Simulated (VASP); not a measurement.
# Zn4SO3 (P-43m) in VASP: further runs

Zn4SO3 is run at these levels: PBE; tasks: single point, relaxation of cell and atoms.

Program: VASP 6.6.1. These are calculated values, not measurements. Logs are shortened: lines on timing, memory, paths and dates and some standing lists are left out, and cuts for length are marked.

## Step 1: The cell of the first run

Symmetry: P-43m, No. 215, cubic system. Conventional cell: a = 4.821 Å, b = 4.821 Å, c = 4.821 Å, α = 90.00°, β = 90.00°, γ = 90.00°. Within 2.7 Å of Zn (site symmetry 3m) lie 3 O at 2.04 Å and 1 S at 2.26 Å. Within 3.0 Å of S (site symmetry -43m) lie 4 Zn at 2.26 Å. Within 2.7 Å of O (site symmetry -42m) lie 4 Zn at 2.04 Å.

## Step 2: Single point, PBE

INCAR reads:

```
SYSTEM = Zn4SO3
PREC     = Accurate       ! precision mode
ENCUT    = 520            ! plane-wave cutoff, eV
EDIFF    = 1E-6           ! SCF threshold, eV
ISMEAR   = 0              ! smearing method
SIGMA    = 0.02           ! smearing width, eV
LREAL    = .False.        ! projectors in reciprocal space
LASPH    = .True.         ! aspherical terms in the spheres
NELM     = 100            ! most SCF steps
ALGO     = Normal         ! electronic algorithm
ISIF     = 2              ! what is computed and relaxed
LWAVE    = .False.        ! write WAVECAR
LCHARG   = .False.        ! write CHGCAR
GGA      = PE             ! functional
NBANDS   = 46             ! bands
```

KPOINTS reads:

```
Automatic mesh
0
Gamma
  8 8 8
  0 0 0
```

POSCAR reads:

```
Zn4SO3
1.0
    4.8207754706      0.0000000000      0.0000000000
    0.0000000000      4.8207754706      0.0000000000
    0.0000000000      0.0000000000      4.8207754706
Zn S O
4 1 3
Direct
    0.7706067502      0.7706067502      0.7706067502
    0.7706067502      0.2293932498      0.2293932498
    0.2293932498      0.7706067502      0.2293932498
    0.2293932498      0.2293932498      0.7706067502
    0.5000000000      0.5000000000      0.5000000000
    0.0000000000      0.0000000000      0.5000000000
    0.0000000000      0.5000000000      0.0000000000
    0.5000000000      0.0000000000      0.0000000000
```

Potentials or basis: VASP PAW PBE potentials, release 64 (Zn, S, O).

Command:

```sh
> cat potpaw_PBE.64/Zn/POTCAR potpaw_PBE.64/S/POTCAR potpaw_PBE.64/O/POTCAR > POTCAR
> mpirun -np 1 vasp_std > vasp.out
```

OUTCAR:

```text
SYSTEM = Zn4SO3
   PREC = Accurate
   ENCUT = 520
   EDIFF = 1E-6
   ISMEAR = 0
   LREAL = .False.
   LASPH = .True.
   NELM = 100
   ISIF = 2
   GGA = PE

 ion  position               nearest neighbor table
   1  0.771  0.771  0.771-   6 2.04   7 2.04   8 2.04   5 2.26
   2  0.771  0.229  0.229-   6 2.04   7 2.04   8 2.04   5 2.26
   3  0.229  0.771  0.229-   6 2.04   7 2.04   8 2.04   5 2.26
   4  0.229  0.229  0.771-   6 2.04   7 2.04   8 2.04   5 2.26
   5  0.500  0.500  0.500-   1 2.26   2 2.26   3 2.26   4 2.26
   6  0.000  0.000  0.500-   1 2.04   2 2.04   3 2.04   4 2.04
   7  0.000  0.500  0.000-   1 2.04   2 2.04   3 2.04   4 2.04
   8  0.500  0.000  0.000-   1 2.04   2 2.04   3 2.04   4 2.04

  LATTYP: Found a simple cubic cell.
 ALAT       =     4.8207754706

  Lattice vectors:

 A1 = (   4.8207754706,   0.0000000000,   0.0000000000)
 A2 = (   0.0000000000,   4.8207754706,   0.0000000000)
 A3 = (   0.0000000000,   0.0000000000,   4.8207754706)

Analysis of symmetry for initial positions (statically):
=====================================================================
 Subroutine PRICEL returns:
 Original cell was already a primitive cell.

 Routine SETGRP: Setting up the symmetry group for a
 simple cubic supercell.

 Subroutine GETGRP returns: Found 24 space group operations
 (whereof 24 operations were pure point group operations)
 out of a pool of 48 trial point group operations.

The static configuration has the point symmetry T_d .

Analysis of symmetry for dynamics (positions and initial velocities):
=====================================================================
 Subroutine PRICEL returns:
 Original cell was already a primitive cell.

 Routine SETGRP: Setting up the symmetry group for a
 simple cubic supercell.

 Subroutine GETGRP returns: Found 24 space group operations
 (whereof 24 operations were pure point group operations)
 out of a pool of 48 trial point group operations.

The dynamic configuration has the point symmetry T_d .

 Subroutine INISYM returns: Found 24 space group operations
 (whereof 24 operations are pure point group operations),
 and found     1 'primitive' translations

----------------------------------------------------------------------------------------

                                     Primitive cell

  volume of cell :     112.0342

  direct lattice vectors                    reciprocal lattice vectors
     4.820775471  0.000000000  0.000000000     0.207435506  0.000000000  0.000000000
     0.000000000  4.820775471  0.000000000     0.000000000  0.207435506  0.000000000
     0.000000000  0.000000000  4.820775471     0.000000000  0.000000000  0.207435506

  length of vectors
     4.820775471  4.820775471  4.820775471     0.207435506  0.207435506  0.207435506

  position of ions in fractional coordinates (direct lattice)
     0.770606750  0.770606750  0.770606750
     0.770606750  0.229393250  0.229393250
     0.229393250  0.770606750  0.229393250
     0.229393250  0.229393250  0.770606750
     0.500000000  0.500000000  0.500000000
     0.000000000  0.000000000  0.500000000
     0.000000000  0.500000000  0.000000000
     0.500000000  0.000000000  0.000000000

  ion indices of the primitive-cell ions
   primitive index   ion index
                 1           1
                 2           2
                 3           3
                 4           4
                 5           5
                 6           6
                 7           7
                 8           8

----------------------------------------------------------------------------------------

 KPOINTS: Automatic mesh

Automatic generation of k-mesh.
 Grid dimensions read from file:
 generate k-points for:    8    8    8

 Generating k-lattice:

  Cartesian coordinates                     Fractional coordinates (reciprocal lattice)
     0.025929438  0.000000000  0.000000000     0.125000000  0.000000000  0.000000000
     0.000000000  0.025929438  0.000000000     0.000000000  0.125000000  0.000000000
     0.000000000  0.000000000  0.025929438     0.000000000  0.000000000  0.125000000

  Length of vectors
     0.025929438  0.025929438  0.025929438

  Shift w.r.t. Gamma in fractional coordinates (k-lattice)
     0.000000000  0.000000000  0.000000000

 Subroutine IBZKPT returns following result:
 ===========================================

 Found     35 irreducible k-points:

 Following reciprocal coordinates:
            Coordinates               Weight
  0.000000  0.000000  0.000000      1.000000
  0.125000  0.000000  0.000000      6.000000
  0.250000  0.000000  0.000000      6.000000
  0.375000  0.000000  0.000000      6.000000
  0.500000  0.000000  0.000000      3.000000
  0.125000  0.125000  0.000000     12.000000
[... 16 lines left out ...]
  0.375000  0.375000  0.125000     24.000000
  0.500000  0.375000  0.125000     24.000000
 [... further k-points ...]
   k-points           NKPTS =     35   k-points in BZ     NKDIM =     35   number of bands    NBANDS=     46
   number of dos      NEDOS =    301   number of ions     NIONS =      8
   total plane-waves  NPLWV =  46656
   dimension x,y,z NGX =    36 NGY =   36 NGZ =   36
   dimension x,y,z NGXF=    72 NGYF=   72 NGZF=   72
   ions per type =               4   1   3
   NGX,Y,Z   is equivalent  to a cutoff of  12.41, 12.41, 12.41 a.u.
   NGXF,Y,Z  is equivalent  to a cutoff of  24.83, 24.83, 24.83 a.u.
 SYSTEM =  Zn4SO3
   PREC   = accura    normal or accurate (medium, high low for compatibility)
   ISTART =      0    job   : 0-new  1-cont  2-samecut
   ICHARG =      2    charge: 1-file 2-atom 10-const
   ISPIN  =      1    spin polarized calculation?
   LNONCOLLINEAR =      F non collinear calculations
   LSORBIT =      F    spin-orbit coupling
   LASPH  =      T    aspherical Exc in radial PAW
   ENCUT  =  520.0 eV  38.22 Ry    6.18 a.u.   8.96  8.96  8.96*2*pi/ulx,y,z
   NELM   =    100;   NELMIN=  2; NELMDL= -5     # of ELM steps
   EDIFF  = 0.1E-05   stopping-criterion for ELM
   LREAL  =      F    real-space projection
   EDIFFG = 0.1E-04   stopping-criterion for IOM
   NSW    =      0    number of steps for IOM
   IBRION =     -1    ionic relax: 0-MD 1-quasi-New 2-CG
   NFREE  =      0    steps in history (QN), initial steepest desc. (CG)
   ISIF   =      2    stress and relaxation
   ISYM   =      2    0-nonsym 1-usesym 2-fastsym
   POTIM  = 0.5000    time-step for ionic-motion
   TEBEG  =    0.0;   TEEND  =   0.0 temperature during run
   PSTRESS=    0.0 pullay stress
   NELECT =      72.0000    total number of electrons
   NUPDOWN=      -1.0000    fix difference up-down
   EMIN   =  10.00;   EMAX   =-10.00  energy-range for DOS
   EFERMI =   0.00;   METHOD = LEGACY
   ISMEAR =     0;   SIGMA  =   0.02  broadening in eV -4-tet -1-fermi 0-gaus
   EFERMI_NEDOS =   21; number of points for ismear=-14 and -15
   IALGO  =     38    algorithm
   IMIX   =      4    mixing-type and parameters
     AMIX     =   0.40;   BMIX     =  1.00
     AMIX_MAG =   1.60;   BMIX_MAG =  1.00
  volume/ion in A,a.u.               =      14.00        94.51
  Fermi-wavevector in a.u.,A,eV,Ry     =   1.412761  2.669732 27.155789  1.995894
  Thomas-Fermi vector in A             =   2.534477
   LORBIT       =      0    0 simple, 1 ext, 2 COOP (PROOUT), +10 PAW based schemes
   GGA     = PE    functional components
   LHFCALC =     F    Hartree Fock is set to
   AEXX    =    0.0000 exact exchange contribution
   IVDW    =     0    specifies the selected vdW correction
   LEPSILON=     F    determine dielectric tensor
   LRPA    =     F    only Hartree local field effects (RPA)
 non-spin polarized calculation
 Gauss-broadening in eV      SIGMA  =   0.02
  energy-cutoff  :      520.00
  volume of cell :      112.03
 maximum number of plane-waves:      3036
 NGX is ok and might be reduce to    36
   NGX = 17   NGY = 17   NGZ = 17

 number of electron      71.9999897 magnetization

 Free energy of the ion-electron system (eV)
  ---------------------------------------------------
  ext. energy  EPLUGINS =         0.00000000
  ---------------------------------------------------
  free energy    TOTEN  =       -33.00936604 eV

  energy without entropy =      -33.00936604  energy(sigma->0) =      -33.00936604

 E-fermi :   1.4963     XC(G=0): -10.4453

 val. band max:        1.4055244403   @ k =   0.0000   0.0000   0.0000
 cond. band min:       1.8259535975   @ k =   0.0000   0.0000   0.0000
 fundamental gap:      0.4204291572
 Fermi energy:         1.4962821429

 k-point     1 :       0.0000    0.0000    0.0000
  band No.  band energies     occupation
      1     -16.1323      2.00000
      2     -15.5916      2.00000
      3     -15.5916      2.00000
      4     -10.6987      2.00000
      5      -4.7476      2.00000
      6      -4.7476      2.00000
[... 38 lines left out ...]
     45      11.1283      0.00000
     46      11.1283      0.00000

 k-point     2 :       0.1250    0.0000    0.0000
  band No.  band energies     occupation
      1     -16.1127      2.00000
      2     -15.6092      2.00000
      3     -15.5915      2.00000
      4     -10.7044      2.00000
      5      -4.7583      2.00000
      6      -4.7114      2.00000
[... 38 lines left out ...]
     45      11.2075      0.00000
     46      11.2075      0.00000

 k-point     3 :       0.2500    0.0000    0.0000
  band No.  band energies     occupation
      1     -16.0586      2.00000
      2     -15.6582      2.00000
      3     -15.5903      2.00000
      4     -10.7183      2.00000
      5      -4.7867      2.00000
      6      -4.6185      2.00000
[... 38 lines left out ...]
     45      11.4050      0.00000
     46      11.4050      0.00000

 k-point     4 :       0.3750    0.0000    0.0000
  band No.  band energies     occupation
      1     -15.9844      2.00000
      2     -15.7271      2.00000
      3     -15.5894      2.00000
      4     -10.7322      2.00000
      5      -4.8181      2.00000
      6      -4.5410      2.00000
[... 920 lines left out ...]
     45      10.2841      0.00000
     46      10.9492      0.00000

 k-point    23 :       0.3750    0.3750    0.1250
  band No.  band energies     occupation
      1     -15.8609      2.00000
      2     -15.7321      2.00000
      3     -15.6836      2.00000
      4     -10.7237      2.00000
      5      -4.6256      2.00000
      6      -4.4980      2.00000
[... 38 lines left out ...]
     45      10.2608      0.00000
     46      10.7049      0.00000

 k-point    24 :       0.5000    0.3750    0.1250
  band No.  band energies     occupation
      1     -15.8193      2.00000
      2     -15.7577      2.00000
      3     -15.6959      2.00000
      4     -10.7224      2.00000
      5      -4.5967      2.00000
      6      -4.4996      2.00000
[... 38 lines left out ...]
     45      10.2726      0.00000
     46      10.7012      0.00000

 [... further k-points ...]
[... 5 lines left out ...]
  --------------------------------------------------------------------------------------
  -------------------------------------------------------------------------------------
  Total        0.3403381      0.3403381      0.3403381      0.0000000     -0.0000000      0.0000000
  in kB        4.8671026      4.8671026      4.8671026      0.0000000     -0.0000000      0.0000000
  external PRESSURE =       4.8671026 kB  Pullay stress =       0.0000000 kB

 VOLUME and BASIS-vectors are now :
 -----------------------------------------------------------------------------
  energy-cutoff  :      520.00
  volume of cell :      112.03
      direct lattice vectors                 reciprocal lattice vectors
     4.820775471  0.000000000  0.000000000     0.207435506  0.000000000  0.000000000
     0.000000000  4.820775471  0.000000000     0.000000000  0.207435506  0.000000000
     0.000000000  0.000000000  4.820775471     0.000000000  0.000000000  0.207435506

 POSITION                                       TOTAL-FORCE (eV/Angst)
 -----------------------------------------------------------------------------------
      3.71492      3.71492      3.71492        -0.012834     -0.012834     -0.012834
      3.71492      1.10585      1.10585        -0.012834      0.012834      0.012834
      1.10585      3.71492      1.10585         0.012834     -0.012834      0.012834
      1.10585      1.10585      3.71492         0.012834      0.012834     -0.012834
      2.41039      2.41039      2.41039         0.000000      0.000000     -0.000000
      0.00000      0.00000      2.41039         0.000000      0.000000     -0.000000
      0.00000      2.41039      0.00000         0.000000      0.000000     -0.000000
      2.41039      0.00000      0.00000         0.000000      0.000000     -0.000000
 -----------------------------------------------------------------------------------
    total drift:                                0.000000      0.000000     -0.000000

  FREE ENERGIE OF THE ION-ELECTRON SYSTEM (eV)
  ---------------------------------------------------
  free  energy   TOTEN  =       -33.0093660414 eV

  energy  without entropy=      -33.0093660414  energy(sigma->0) =      -33.00936604
```

Wall time 2.5 min (1 thread of Intel Xeon Platinum 8259CL at 2.50GHz (Skylake/Cascade Lake), shared host); peak memory 0.29 GiB.

What came out:

```yaml
Free_energy: -33.0094 eV
Pressure: 0.5 GPa
Largest_force: 0.022 eV/Å
Band_gap_on_the_k_mesh: 0.42 eV, direct
```

Forces in eV/Å, atoms in the order of the input:
```
Zn  -0.013 -0.013 -0.013
Zn  -0.013  0.013  0.013
Zn   0.013 -0.013  0.013
Zn   0.013  0.013 -0.013
S    0.000  0.000  0.000
O    0.000  0.000  0.000
O    0.000  0.000  0.000
O    0.000  0.000  0.000
```

(Part 1 of 2 ends here.)
